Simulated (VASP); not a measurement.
# Ga2SnO2 (P6_3/mmc) in VASP: further runs

Runs on Ga2SnO2. Level: PBE. Tasks: relaxation of cell and atoms, single point.

All numbers are computed with VASP 6.6.1; they aren't measurements. Logs are shortened: lines on timing, memory, paths and dates and some standing lists are left out, and cuts for length are marked.

## Step 1: The cell of the first run

The structure is hexagonal, space group P6_3/mmc (No. 194). Conventional cell: a = 3.600 Å, b = 3.600 Å, c = 13.291 Å, α = 90.00°, β = 90.00°, γ = 120.00°. Ga (site symmetry 3m) has 4 O at 2.08 to 2.14 Å and 3 Sn at 2.91 Å within 3.0 Å. Within 3.8 Å of Sn (site symmetry -6m2) lie 6 Ga at 2.91 Å and 6 O at 3.27 Å and 6 Sn at 3.60 Å. Within 2.8 Å of O (site symmetry 3m) lie 4 Ga at 2.08 to 2.14 Å and 3 O at 2.62 Å.

The cell was built from a structure type or drawn by symmetry, and may not be a known phase.

## Step 2: Relaxation of cell and atoms, PBE

INCAR reads:

```
PREC = Accurate
ENCUT = 600
EDIFF = 1E-7
ISMEAR = 0
SIGMA = 0.1
LREAL = False
LASPH = True
NELM = 60
ALGO = Normal
ISIF = 3
LWAVE = False
LCHARG = False
GGA = PE
IBRION = 2
NSW = 90
EDIFFG = -0.04
```

KPOINTS reads:

```
regular mesh
0
Gamma
  6 6 2
```

POSCAR reads:

```
Ga2SnO2
1.0
    3.6004720600      0.0000000000      0.0000000000
   -1.8002360300      3.1181002700      0.0000000000
    0.0000000000      0.0000000000     13.2908765200
Ga Sn O
4 2 4
Direct
    0.6666666700      0.3333333300      0.4032764400
    0.6666666700      0.3333333300      0.0967235600
    0.3333333300      0.6666666700      0.9032764400
    0.3333333300      0.6666666700      0.5967235600
    0.0000000000      0.0000000000      0.7500000000
    0.0000000000      0.0000000000      0.2500000000
    0.6666666700      0.3333333300      0.5596874400
    0.6666666700      0.3333333300      0.9403125600
    0.3333333300      0.6666666700      0.4403125600
    0.3333333300      0.6666666700      0.0596874400
```

Potentials or basis: VASP PAW PBE potentials, release 64 (Ga_d, Sn_d, O).

Run with:

```console
$ cat potpaw_PBE.64/Ga_d/POTCAR potpaw_PBE.64/Sn_d/POTCAR potpaw_PBE.64/O/POTCAR > POTCAR
$ mpirun -np 1 vasp_std > vasp.out
```

OUTCAR:

```text
PREC = Accurate
   ENCUT = 600
   EDIFF = 1E-7
   ISMEAR = 0
   LREAL = False
   LASPH = True
   NELM = 60
   ISIF = 3
   GGA = PE
   IBRION = 2
   NSW = 90
   EDIFFG = -0.04

 ion  position               nearest neighbor table
   1  0.667  0.333  0.403-   7 2.08   9 2.14   9 2.14   9 2.14   6 2.91   6 2.91   6 2.91
   2  0.667  0.333  0.097-   8 2.08  10 2.14  10 2.14  10 2.14   6 2.91   6 2.91   6 2.91
   3  0.333  0.667  0.903-  10 2.08   8 2.14   8 2.14   8 2.14   5 2.91   5 2.91   5 2.91
   4  0.333  0.667  0.597-   9 2.08   7 2.14   7 2.14   7 2.14   5 2.91   5 2.91   5 2.91
   5  0.000  0.000  0.750-   3 2.91   4 2.91   3 2.91   4 2.91   3 2.91   4 2.91
   6  0.000  0.000  0.250-   1 2.91   2 2.91   1 2.91   2 2.91   1 2.91   2 2.91
   7  0.667  0.333  0.560-   1 2.08   4 2.14   4 2.14   4 2.14
   8  0.667  0.333  0.940-   2 2.08   3 2.14   3 2.14   3 2.14
   9  0.333  0.667  0.440-   4 2.08   1 2.14   1 2.14   1 2.14
  10  0.333  0.667  0.060-   3 2.08   2 2.14   2 2.14   2 2.14

  LATTYP: Found a hexagonal cell.
 ALAT       =     3.6004720600
 C/A-ratio  =     3.6914260959

  Lattice vectors:

 A1 = (   3.6004720600,   0.0000000000,   0.0000000000)
 A2 = (  -1.8002360300,   3.1181002700,   0.0000000000)
 A3 = (   0.0000000000,   0.0000000000,  13.2908765200)

Analysis of symmetry for initial positions (statically):
=====================================================================
 Subroutine PRICEL returns:
 Original cell was already a primitive cell.

 Routine SETGRP: Setting up the symmetry group for a
 hexagonal supercell.

 Subroutine GETGRP returns: Found 24 space group operations
 (whereof 12 operations were pure point group operations)
 out of a pool of 24 trial point group operations.

The static configuration has the point symmetry D_3d.
 The point group associated with its full space group is D_6h.

Analysis of symmetry for dynamics (positions and initial velocities):
=====================================================================
 Subroutine PRICEL returns:
 Original cell was already a primitive cell.

 Routine SETGRP: Setting up the symmetry group for a
 hexagonal supercell.

 Subroutine GETGRP returns: Found 24 space group operations
 (whereof 12 operations were pure point group operations)
 out of a pool of 24 trial point group operations.

The dynamic configuration has the point symmetry D_3d.
 The point group associated with its full space group is D_6h.

 Subroutine INISYM returns: Found 24 space group operations
 (whereof 12 operations are pure point group operations),
 and found     1 'primitive' translations

----------------------------------------------------------------------------------------

                                     Primitive cell

  volume of cell :     149.2118

  direct lattice vectors                    reciprocal lattice vectors
     3.600472060  0.000000000  0.000000000     0.277741358  0.160354048  0.000000000
    -1.800236030  3.118100270  0.000000000     0.000000000  0.320708096  0.000000000
     0.000000000  0.000000000 13.290876520     0.000000000  0.000000000  0.075239582

  length of vectors
     3.600472060  3.600472060 13.290876520     0.320708096  0.320708096  0.075239582

  position of ions in fractional coordinates (direct lattice)
     0.666666670  0.333333330  0.403276440
     0.666666670  0.333333330  0.096723560
     0.333333330  0.666666670  0.903276440
     0.333333330  0.666666670  0.596723560
     0.000000000  0.000000000  0.750000000
     0.000000000  0.000000000  0.250000000
     0.666666670  0.333333330  0.559687440
     0.666666670  0.333333330  0.940312560
     0.333333330  0.666666670  0.440312560
     0.333333330  0.666666670  0.059687440

  ion indices of the primitive-cell ions
   primitive index   ion index
                 1           1
                 2           2
                 3           3
                 4           4
                 5           5
                 6           6
                 7           7
                 8           8
                 9           9
                10          10

----------------------------------------------------------------------------------------

 KPOINTS: regular mesh

Automatic generation of k-mesh.
 Grid dimensions read from file:
 generate k-points for:    6    6    2

 Generating k-lattice:

  Cartesian coordinates                     Fractional coordinates (reciprocal lattice)
     0.046290226  0.026725675  0.000000000     0.166666667  0.000000000  0.000000000
     0.000000000  0.053451349  0.000000000     0.000000000  0.166666667  0.000000000
     0.000000000  0.000000000  0.037619791     0.000000000  0.000000000  0.500000000

  Length of vectors
     0.053451349  0.053451349  0.037619791

  Shift w.r.t. Gamma in fractional coordinates (k-lattice)
     0.000000000  0.000000000  0.000000000

 Subroutine IBZKPT returns following result:
 ===========================================

 Found     14 irreducible k-points:

 Following reciprocal coordinates:
            Coordinates               Weight
  0.000000  0.000000  0.000000      1.000000
  0.166667  0.000000  0.000000      6.000000
  0.333333  0.000000  0.000000      6.000000
  0.500000  0.000000  0.000000      3.000000
  0.166667  0.166667  0.000000      6.000000
  0.333333  0.166667  0.000000     12.000000
  0.333333  0.333333  0.000000      2.000000
  0.000000  0.000000  0.500000      1.000000
  0.166667  0.000000  0.500000      6.000000
  0.333333  0.000000  0.500000      6.000000
  0.500000  0.000000  0.500000      3.000000
  0.166667  0.166667  0.500000      6.000000
  0.333333  0.166667  0.500000     12.000000
  0.333333  0.333333  0.500000      2.000000
   k-points           NKPTS =     14   k-points in BZ     NKDIM =     14   number of bands    NBANDS=     62
   number of dos      NEDOS =    301   number of ions     NIONS =     10
   total plane-waves  NPLWV =  97200
   dimension x,y,z NGX =    30 NGY =   30 NGZ =  108
   dimension x,y,z NGXF=    60 NGYF=   60 NGZF=  216
   ions per type =               4   2   4
   NGX,Y,Z   is equivalent  to a cutoff of  13.85, 13.85, 13.51 a.u.
   NGXF,Y,Z  is equivalent  to a cutoff of  27.70, 27.70, 27.02 a.u.
 SYSTEM =  unknown system
   PREC   = accura    normal or accurate (medium, high low for compatibility)
   ISTART =      0    job   : 0-new  1-cont  2-samecut
   ICHARG =      2    charge: 1-file 2-atom 10-const
   ISPIN  =      1    spin polarized calculation?
   LNONCOLLINEAR =      F non collinear calculations
   LSORBIT =      F    spin-orbit coupling
   LASPH  =      T    aspherical Exc in radial PAW
   ENCUT  =  600.0 eV  44.10 Ry    6.64 a.u.   7.19  7.19 26.55*2*pi/ulx,y,z
   NELM   =     60;   NELMIN=  2; NELMDL= -5     # of ELM steps
   EDIFF  = 0.1E-06   stopping-criterion for ELM
   LREAL  =      F    real-space projection
   EDIFFG = -.4E-01   stopping-criterion for IOM
   NSW    =     90    number of steps for IOM
   IBRION =      2    ionic relax: 0-MD 1-quasi-New 2-CG
   NFREE  =      1    steps in history (QN), initial steepest desc. (CG)
   ISIF   =      3    stress and relaxation
   ISYM   =      2    0-nonsym 1-usesym 2-fastsym
   POTIM  = 0.5000    time-step for ionic-motion
   TEBEG  =    0.0;   TEEND  =   0.0 temperature during run
   PSTRESS=    0.0 pullay stress
   NELECT =     104.0000    total number of electrons
   NUPDOWN=      -1.0000    fix difference up-down
   EMIN   =  10.00;   EMAX   =-10.00  energy-range for DOS
   EFERMI =   0.00;   METHOD = LEGACY
   ISMEAR =     0;   SIGMA  =   0.10  broadening in eV -4-tet -1-fermi 0-gaus
   EFERMI_NEDOS =   21; number of points for ismear=-14 and -15
   IALGO  =     38    algorithm
   IMIX   =      4    mixing-type and parameters
     AMIX     =   0.40;   BMIX     =  1.00
     AMIX_MAG =   1.60;   BMIX_MAG =  1.00
  volume/ion in A,a.u.               =      14.92       100.69
  Fermi-wavevector in a.u.,A,eV,Ry     =   1.451504  2.742945 28.665622  2.106864
  Thomas-Fermi vector in A             =   2.568994
   LORBIT       =      0    0 simple, 1 ext, 2 COOP (PROOUT), +10 PAW based schemes
   GGA     = PE    functional components
   LHFCALC =     F    Hartree Fock is set to
   AEXX    =    0.0000 exact exchange contribution
   IVDW    =     0    specifies the selected vdW correction
   LEPSILON=     F    determine dielectric tensor
   LRPA    =     F    only Hartree local field effects (RPA)
 conjugate gradient relaxation of ions
 non-spin polarized calculation
 Gauss-broadening in eV      SIGMA  =   0.10
  energy-cutoff  :      600.00
  volume of cell :      149.21
 maximum number of plane-waves:      5019
 NGX is ok and might be reduce to    30
   NGX = 15   NGY = 15   NGZ = 53

--------------------------------------- Ionic step        1  -------------------------------------------

 number of electron     103.9999950 magnetization

 Free energy of the ion-electron system (eV)
  ---------------------------------------------------
  ext. energy  EPLUGINS =         0.00000000
  ---------------------------------------------------
  free energy    TOTEN  =       -46.86878965 eV

  energy without entropy =      -46.82922763  energy(sigma->0) =      -46.84900864

------------------------ aborting loop because EDIFF is reached ----------------------------------------

  FORCE on cell =-STRESS in cart. coord.  units (eV):
  Direction    XX          YY          ZZ          XY          YZ          ZX
  --------------------------------------------------------------------------------------
  -------------------------------------------------------------------------------------
  Total       -2.4957787     -2.4957787      8.2672770      0.0000000      0.0000000     -0.0000000
  in kB      -26.7986871    -26.7986871     88.7707575      0.0000000      0.0000000     -0.0000000
  external PRESSURE =      11.7244611 kB  Pullay stress =       0.0000000 kB
[... 113 lines left out ...]
  FREE ENERGIE OF THE ION-ELECTRON SYSTEM (eV)
  ---------------------------------------------------
  free  energy   TOTEN  =       -47.9873383705 eV

  energy  without entropy=      -47.9516658931  energy(sigma->0) =      -47.96950213

[... ionic steps 4 to 16 ...]

--------------------------------------- Ionic step       17  -------------------------------------------

 number of electron     104.0000090 magnetization

------------------------ aborting loop because EDIFF is reached ----------------------------------------

  FORCE on cell =-STRESS in cart. coord.  units (eV):
  Direction    XX          YY          ZZ          XY          YZ          ZX
  --------------------------------------------------------------------------------------
  -------------------------------------------------------------------------------------
  Total       -0.3639551     -0.3639551     -0.5623510     -0.0000000      0.0000000     -0.0000000
  in kB       -3.7267063     -3.7267063     -5.7581734     -0.0000000      0.0000000     -0.0000000
  external PRESSURE =      -4.4038620 kB  Pullay stress =       0.0000000 kB
[... 73 lines left out ...]
  energy  without entropy=      -48.4982354121  energy(sigma->0) =      -48.51365241

--------------------------------------- Ionic step       19  -------------------------------------------

 number of electron     104.0000088 magnetization

 Free energy of the ion-electron system (eV)
  ---------------------------------------------------
  ext. energy  EPLUGINS =         0.00000000
  ---------------------------------------------------
  free energy    TOTEN  =       -48.52912411 eV

  energy without entropy =      -48.49842622  energy(sigma->0) =      -48.51377517

 E-fermi :   6.9782     XC(G=0): -10.8543

 val. band max:        6.9732260168   @ k =   0.1667   0.1667   0.5000
 cond. band min:       7.0049661507   @ k =   0.1667   0.1667   0.0000
 fundamental gap:      0.0317401339
 Fermi energy:         6.9781751112

 k-point     1 :       0.0000    0.0000    0.0000
  band No.  band energies     occupation
      1     -15.2448      2.00000
      2     -15.2448      2.00000
      3     -15.2448      2.00000
      4     -15.2448      2.00000
      5     -15.2134      2.00000
      6     -15.2130      2.00000
[... 936 lines left out ...]
  FREE ENERGIE OF THE ION-ELECTRON SYSTEM (eV)
  ---------------------------------------------------
  free  energy   TOTEN  =       -48.5291241120 eV

  energy  without entropy=      -48.4984262229  energy(sigma->0) =      -48.51377517

 reached required accuracy - stopping structural energy minimisation
```

It took 46 min on 1 thread of Intel Xeon Platinum 8488C (Sapphire Rapids), shared host; peak memory 0.4 GiB.

What came out:

```yaml
Free_energy: -48.5291 eV
Relaxed_volume: 15.57 Å³/atom
Relaxed_cell: a = 3.202 Å, b = 3.202 Å, c = 17.535 Å, α = 90.00°, β = 90.00°, γ = 120.00°
Space_group_after_relaxing_to_0.1_Å: P6_3/mmc (No. 194)
Energy_gained_by_relaxing: 166.0 meV/atom
Ionic_steps: 19
Pressure_after_relaxing: 0.2 GPa
Largest_force_after_relaxing: 0.037 eV/Å
Band_gap_on_the_k_mesh: zero (bands 52 and 53 overlap by 0.34 eV)
```

Forces in eV/Å, atoms in the order of the input:
```
Ga   0.000  0.000 -0.034
Ga   0.000  0.000  0.034
Ga   0.000  0.000 -0.034
Ga   0.000  0.000  0.034
Sn   0.000  0.000  0.000
Sn   0.000  0.000  0.000
O    0.000  0.000  0.037
O    0.000  0.000 -0.037
O    0.000  0.000 -0.037
O    0.000  0.000  0.037
```

The path:
| step | energy change (eV) | largest force (eV/Å) | pressure (GPa) | volume (Å³) |
| --- | --- | --- | --- | --- |
| 1 | 0.0000 | 1.3792 | 1.17 | 149.21 |
| 2 | -0.6626 | 0.6633 | 0.84 | 151.45 |
| 3 | -1.1185 | 0.3978 | 1.78 | 154.22 |
| 4 | -1.1824 | 0.7878 | 2.93 | 155.42 |
| 5 | -1.3601 | 0.1488 | -3.54 | 165.96 |
| 6 | -1.3739 | 0.2218 | -2.29 | 163.59 |
| 7 | -1.4799 | 0.1939 | -0.63 | 159.80 |
| 8 | -1.4890 | 0.2338 | 0.05 | 158.42 |
| 9 | -1.5124 | 0.1572 | -0.10 | 158.01 |
| 10 | -1.5517 | 0.1419 | -0.10 | 156.86 |
| 11 | -1.6097 | 0.2262 | 1.09 | 154.36 |
| 12 | -1.3621 | 0.5393 | 7.58 | 148.57 |
| 13 | -1.6241 | 0.2364 | 1.51 | 153.70 |
| 14 | -1.6455 | 0.0985 | 0.38 | 155.17 |
| 15 | -1.6509 | 0.1017 | -0.51 | 156.36 |
| 16 | -1.6546 | 0.1083 | -0.49 | 156.40 |
| 17 | -1.6581 | 0.1185 | -0.44 | 156.47 |
| 18 | -1.6603 | 0.0459 | 0.25 | 155.63 |
| 19 | -1.6603 | 0.0370 | 0.16 | 155.74 |

Final structure:
```xyz
10
Lattice="3.2024 0.0000 0.0000 -1.6012 2.7734 0.0000 0.0000 0.0000 17.5348" Properties=species:S:1:pos:R:3 pbc="T T T"
Ga    1.6012    0.9245    7.0368
Ga    1.6012    0.9245    1.7306
Ga    0.0000    1.8489   15.8042
Ga    0.0000    1.8489   10.4980
Sn    0.0000    0.0000   13.1511
Sn    0.0000    0.0000    4.3837
O     1.6012    0.9245    9.8585
O     1.6012    0.9245   16.4437
O     0.0000    1.8489    7.6763
O     0.0000    1.8489    1.0911
```

Caveat: a cell axis changed by over 15 % at a fixed basis, so the end point is rough; spin-orbit coupling is left out, which moves the levels of the heavy elements.

(Part 1 of 2 ends here.)
